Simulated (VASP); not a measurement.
# C in VASP: further runs

Runs on C. Level: PBE+D3(BJ). Tasks: single point.

All numbers are computed with VASP 6.6.1; they aren't measurements. Logs are shortened: lines on timing, memory, paths and dates and some standing lists are left out, and cuts for length are marked.

## (1) The cell of the first run

The cell holds a slab with vacuum, 2 atoms: a = 2.456 Å, b = 2.456 Å, c = 8.524 Å, α = 90.00°, β = 90.00°, γ = 120.00°.

## (2) Single point, PBE+D3(BJ) (atom 1 (C) moved by (+0.000, -0.300) A along x and y)

INCAR

```
SYSTEM = C
PREC     = Accurate       ! precision mode
ENCUT    = 520            ! plane-wave cutoff, eV
EDIFF    = 1E-6           ! SCF threshold, eV
ISMEAR   = 0              ! smearing method
SIGMA    = 0.15           ! smearing width, eV
LREAL    = .FALSE.        ! projectors in reciprocal space
LASPH    = .TRUE.         ! aspherical terms in the spheres
NELM     = 60             ! most SCF steps
ALGO     = Normal         ! electronic algorithm
ISIF     = 2              ! what is computed and relaxed
LWAVE    = .FALSE.        ! write WAVECAR
LCHARG   = .FALSE.        ! write CHGCAR
GGA      = PE             ! functional
IVDW     = 12             ! dispersion correction
NBANDS   = 11             ! bands
```

KPOINTS

```
regular mesh
0
G
  30 30 8
  0 0 0
```

POSCAR

```
C
1.0
    2.4561701622      0.0000000000      0.0000000000
   -1.2280850811      2.1271057565      0.0000000000
    0.0000000000      0.0000000000      8.5238033600
C
2
Direct
    0.2628149778      0.5256299556      0.0000000000
    0.6666666667      0.3333333333      0.0000000000
```

Potentials or basis: VASP PAW PBE potentials, release 64 (C).

Launch:

```
cat potpaw_PBE.64/C/POTCAR > POTCAR
mpirun -np 1 vasp_std > vasp.out
```

OUTCAR:

```text
SYSTEM = C
   PREC = Accurate
   ENCUT = 520
   EDIFF = 1E-6
   ISMEAR = 0
   LREAL = .FALSE.
   LASPH = .TRUE.
   NELM = 60
   ISIF = 2
   GGA = PE
   IVDW = 12
 IVDW          = 12

 ion  position               nearest neighbor table
   1  0.263  0.526  0.000-   2 1.29   2 1.29   2 1.72
   2  0.667  0.333  0.000-   1 1.29   1 1.29   1 1.72

  LATTYP: Found a hexagonal cell.
 ALAT       =     2.4561701622
 C/A-ratio  =     3.4703635323

  Lattice vectors:

 A1 = (   2.4561701622,   0.0000000000,   0.0000000000)
 A2 = (  -1.2280850811,   2.1271057565,   0.0000000000)
 A3 = (   0.0000000000,   0.0000000000,   8.5238033600)

Analysis of symmetry for initial positions (statically):
=====================================================================
 Subroutine PRICEL returns:
 Original cell was already a primitive cell.

 Routine SETGRP: Setting up the symmetry group for a
 hexagonal supercell.

 Subroutine GETGRP returns: Found  8 space group operations
 (whereof  4 operations were pure point group operations)
 out of a pool of 24 trial point group operations.

The static configuration has the point symmetry C_2v.
 The point group associated with its full space group is D_2h.

Analysis of symmetry for dynamics (positions and initial velocities):
=====================================================================
 Subroutine PRICEL returns:
 Original cell was already a primitive cell.

 Routine SETGRP: Setting up the symmetry group for a
 hexagonal supercell.

 Subroutine GETGRP returns: Found  8 space group operations
 (whereof  4 operations were pure point group operations)
 out of a pool of 24 trial point group operations.

The dynamic configuration has the point symmetry C_2v.
 The point group associated with its full space group is D_2h.

 Subroutine INISYM returns: Found  8 space group operations
 (whereof  4 operations are pure point group operations),
 and found     1 'primitive' translations

----------------------------------------------------------------------------------------

                                     Primitive cell

  volume of cell :      44.5329

  direct lattice vectors                    reciprocal lattice vectors
     2.456170162  0.000000000  0.000000000     0.407137916  0.235061185  0.000000000
    -1.228085081  2.127105756  0.000000000     0.000000000  0.470122370  0.000000000
     0.000000000  0.000000000  8.523803360     0.000000000  0.000000000  0.117318521

[... 89 lines left out ...]
   ISIF   =      2    stress and relaxation
   ISYM   =      2    0-nonsym 1-usesym 2-fastsym
   POTIM  = 0.5000    time-step for ionic-motion
   TEBEG  =    0.0;   TEEND  =   0.0 temperature during run
   PSTRESS=    0.0 pullay stress
   NELECT =       8.0000    total number of electrons
   NUPDOWN=      -1.0000    fix difference up-down
   EMIN   =  10.00;   EMAX   =-10.00  energy-range for DOS
   EFERMI =   0.00;   METHOD = LEGACY
   ISMEAR =     0;   SIGMA  =   0.15  broadening in eV -4-tet -1-fermi 0-gaus
   EFERMI_NEDOS =   21; number of points for ismear=-14 and -15
   IALGO  =     38    algorithm
   IMIX   =      4    mixing-type and parameters
     AMIX     =   0.40;   BMIX     =  1.00
     AMIX_MAG =   1.60;   BMIX_MAG =  1.00
  volume/ion in A,a.u.               =      22.27       150.26
  Fermi-wavevector in a.u.,A,eV,Ry     =   0.923729  1.745594 11.609511  0.853275
  Thomas-Fermi vector in A             =   2.049397
   LORBIT       =      0    0 simple, 1 ext, 2 COOP (PROOUT), +10 PAW based schemes
   GGA     = PE    functional components
   LHFCALC =     F    Hartree Fock is set to
   AEXX    =    0.0000 exact exchange contribution
   IVDW    =    12    specifies the selected vdW correction
   LEPSILON=     F    determine dielectric tensor
   LRPA    =     F    only Hartree local field effects (RPA)
 non-spin polarized calculation
 Gauss-broadening in eV      SIGMA  =   0.15
  energy-cutoff  :      520.00
  volume of cell :       44.53
 maximum number of plane-waves:      1222
   NGX =  9   NGY =  9   NGZ = 31

 number of electron       7.9999999 magnetization

 Free energy of the ion-electron system (eV)
  ---------------------------------------------------
  ext. energy  EPLUGINS =         0.00000000
  ---------------------------------------------------
  free energy    TOTEN  =       -16.70659482 eV

  energy without entropy =      -16.70248544  energy(sigma->0) =      -16.70454013

 E-fermi :  -0.4349     XC(G=0):  -4.9814

 val. band max:       -0.4365245125   @ k =   0.0667   0.0333   0.5000
 cond. band min:      -0.4331062644   @ k =   0.4000   0.3667   0.5000
 fundamental gap:      0.0034182482
 Fermi energy:        -0.4348727554

 k-point     1 :       0.0000    0.0000    0.0000
  band No.  band energies     occupation
      1     -20.4560      2.00000
      2      -8.5913      2.00000
      3      -7.8832      2.00000
      4       1.3298      0.00000
      5       2.2651      0.00000
      6       2.3382      0.00000
      7       4.5458      0.00000
      8       6.2934      0.00000
      9      11.3305      0.00000
     10      12.1427      0.00000
     11      12.8133      0.00000
[... 309 lines left out ...]
 k-point    24 :       0.4000    0.0000    0.0000
  band No.  band energies     occupation
      1     -16.9765      2.00000
      2     -13.1894      2.00000
      3      -4.9647      2.00000
      4      -4.0721      2.00000
      5       1.6331      0.00000
      6       4.2891      0.00000
      7       7.4344      0.00000
      8       9.5841      0.00000
      9      11.2455      0.00000
     10      13.3780      0.00000
     11      15.3011      0.00000

 [... further k-points ...]

------------------------ aborting loop because EDIFF is reached ----------------------------------------

 Edisp (eV)   -0.18442

 E8    (eV) :    -0.0567

  FORCE on cell =-STRESS in cart. coord.  units (eV):
  Direction    XX          YY          ZZ          XY          YZ          ZX
  --------------------------------------------------------------------------------------
  -------------------------------------------------------------------------------------
  Total       7.97901     1.91845    -0.02719     0.00000     0.00000     0.00000
  in kB     287.06407    69.02081    -0.97812     0.00000     0.00000     0.00000
  external pressure =      118.37 kB  Pullay stress =        0.00 kB

 VOLUME and BASIS-vectors are now :
 -----------------------------------------------------------------------------
  energy-cutoff  :      520.00
  volume of cell :       44.53
      direct lattice vectors                 reciprocal lattice vectors
     2.456170162  0.000000000  0.000000000     0.407137916  0.235061185  0.000000000
    -1.228085081  2.127105756  0.000000000     0.000000000  0.470122370  0.000000000
     0.000000000  0.000000000  8.523803360     0.000000000  0.000000000  0.117318521

 POSITION                                       TOTAL-FORCE (eV/Angst)
 -----------------------------------------------------------------------------------
     -0.00000      1.11807      0.00000         0.000000      8.157185      0.000000
      1.22809      0.70904      0.00000        -0.000000     -8.157185      0.000000
 -----------------------------------------------------------------------------------
    total drift:                               -0.000001      0.000006      0.000000

  FREE ENERGIE OF THE ION-ELECTRON SYSTEM (eV)
  ---------------------------------------------------
  free  energy   TOTEN  =       -16.8910142320 eV

  energy  without entropy=      -16.8869048567  energy(sigma->0) =      -16.88895954
```

Run time: 9.6 min. Hardware: 1 thread of Intel Xeon 8259CL, shared host; peak memory 0.51 GiB.

Results:

| Item | Value |
| --- | --- |
| Free energy | -16.8910 eV |
| Largest force | 8.157 eV/Å |
| Band gap on the k mesh | zero (bands 4 and 5 overlap by 2.09 eV) |
| Dispersion energy per atom | -0.092 eV |

Forces on the atoms (eV/Å):
```
C    0.000  8.157  0.000
C    0.000 -8.157  0.000
```

Caveat: the cell differs from its parent crystal (atom 1 (C) moved by (+0.000, -0.300) A along x and y); there is no dipole correction, which matters where the two faces differ.

## (3) Single point, PBE+D3(BJ) (atom 1 (C) moved by (+0.000, +0.300) A along x and y)

INCAR

```
SYSTEM = C
PREC     = Accurate       ! precision mode
ENCUT    = 520            ! plane-wave cutoff, eV
EDIFF    = 1E-7           ! SCF threshold, eV
ISMEAR   = 0              ! smearing method
SIGMA    = 0.15           ! smearing width, eV
LREAL    = .False.        ! projectors in reciprocal space
LASPH    = .True.         ! aspherical terms in the spheres
NELM     = 60             ! most SCF steps
ALGO     = Normal         ! electronic algorithm
ISIF     = 2              ! what is computed and relaxed
LWAVE    = .False.        ! write WAVECAR
LCHARG   = .True.         ! write CHGCAR
GGA      = PE             ! functional
IVDW     = 12             ! dispersion correction
LELF     = .True.         ! ELF
LVHAR    = .True.       
NBANDS   = 11             ! bands
```

KPOINTS

```
regular mesh
0
Gamma
  30 30 8
  0 0 0
```

Edit POSCAR of step 2 so:

```diff
@@ -8,3 +8,3 @@
 Direct
-    0.2628149778      0.5256299556      0.0000000000
+    0.4038516889      0.8077033777      0.0000000000
     0.6666666667      0.3333333333      0.0000000000
```

Potentials or basis: VASP PAW PBE potentials, release 64 (C).

Launch:

```
cat potpaw_PBE.64/C/POTCAR > POTCAR
mpirun -np 1 vasp_std > vasp.out
```

Wall time 13 min (1 thread of Intel Xeon 8259CL, shared host); peak memory 0.51 GiB.

The run converged. Its results:

* Free energy: -15.3714 eV
* Largest force: 26.585 eV/Å
* Band gap on the k mesh: zero (bands 4 and 5 overlap by 1.69 eV)
* Dispersion energy per atom: -0.091 eV

Forces on the atoms (eV/Å):
```
C     0.000 -26.585   0.000
C     0.000  26.585   0.000
```

Levels at points of the mesh, in eV from the Fermi level:
| k point | band 1 | band 2 | band 3 | band 4 | band 5 | band 6 | band 7 | band 8 | band 9 |
| --- | --- | --- | --- | --- | --- | --- | --- | --- | --- |
| (0.00, 0.00, 0.00) | -20.38 | -8.63 | -7.25 | 1.19 | 2.11 | 2.20 | 4.40 | 6.23 | 9.66 |
| (0.50, 0.00, 0.00) | -16.25 | -12.80 | -7.00 | -4.49 | 3.08 | 3.93 | 10.10 | 10.41 | 12.05 |
| (0.00, 0.50, 0.00) | -16.52 | -13.54 | -5.94 | -2.44 | -0.50 | 7.72 | 9.73 | 10.34 | 11.85 |
| (0.00, 0.00, 0.50) | -20.38 | -8.63 | -7.25 | 1.19 | 2.11 | 2.90 | 2.97 | 8.03 | 9.66 |
| (0.50, 0.00, 0.50) | -16.25 | -12.80 | -7.00 | -4.49 | 3.07 | 3.93 | 10.62 | 10.98 | 11.05 |
| (0.00, 0.50, 0.50) | -16.52 | -13.54 | -5.94 | -2.44 | -0.50 | 7.72 | 10.04 | 10.85 | 11.00 |

Caveat: the cell differs from its parent crystal (atom 1 (C) moved by (+0.000, +0.300) A along x and y); there is no dipole correction, which matters where the two faces differ.

The gap in the log of VASP goes by the Fermi energy; the results here count the filled bands.